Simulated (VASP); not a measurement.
Si: relaxation of cell and atoms with PBE

Crystal: Si.

```
Si
1.0
     0.00000    2.84440    2.84440
     2.84440    0.00000    2.84440
     2.84440    2.84440    0.00000
Si
2
Direct
  0.00000 0.00000 0.00000
  0.25000 0.25000 0.25000
```

```
Program                : VASP 6.6.1
Task                   : relaxation of cell and atoms
Functional             : PBE
Potentials or basis    : VASP PAW PBE potentials, release 64 (Si)
Cutoff                 : 500 eV
k mesh                 : 4 × 4 × 4
Occupations            : fermi-dirac, width 0.1 eV
Spin                   : no spin polarisation
Dipole correction      : no
Further INCAR settings : ALGO = Normal; EDIFF = 1e-07; IBRION = 2; EDIFFG = -0.01; NSW = 80; ISIF = 3
```

| Property | Result |
| --- | --- |
| Relaxed volume | 20.57 Å³/atom |
| Relaxed cell | a = 3.875 Å, b = 3.875 Å, c = 3.875 Å, α = 60.00°, β = 60.00°, γ = 60.00° |
| Space group after relaxing (to 0.05 Å) | Fd-3m (No. 227) |
| Energy gained by relaxing | 66.3 meV/atom |
| Ionic steps | 3 |
| Pressure after relaxing | 0.0 GPa |
| Band gap on the k mesh | 0.75 eV, indirect (least direct gap 2.54 eV) |

The path:
```csv
step,energy change (eV),largest force (eV/Å),pressure (GPa),volume (Å³)
1,0.0000,0.0000,-7.84,46.03
2,-0.0961,0.0000,5.55,38.92
3,-0.1326,0.0000,-0.01,41.14
```

Final structure:
```
CELL_PARAMETERS angstrom
0.00000 2.73995 2.73995
2.73995 0.00000 2.73995
2.73995 2.73995 0.00000
ATOMIC_POSITIONS crystal
Si 0.00000 0.00000 0.00000
Si 0.25000 0.25000 0.25000
```

Levels at points of the mesh, in eV from the valence-band top:
```tsv
k point	band 1	band 2	band 3	band 4	band 5	band 6	band 7	band 8
(0.00, 0.00, 0.00)	-11.78	0.00	0.00	0.00	2.54	2.54	2.54	3.07
(0.50, 0.00, 0.00)	-9.51	-6.85	-1.18	-1.18	1.44	3.33	3.33	7.68
(0.50, 0.50, 0.00)	-7.73	-7.73	-2.79	-2.79	0.75	0.75	9.88	9.88
```

It took 17 s on 1 thread of Intel Xeon 8259CL, on a shared host, peak memory 0.15 GiB.

Caveat: the k points lie up to 0.50 Å⁻¹ apart in the final cell. As with any semilocal functional, this PBE gap is likely too small.
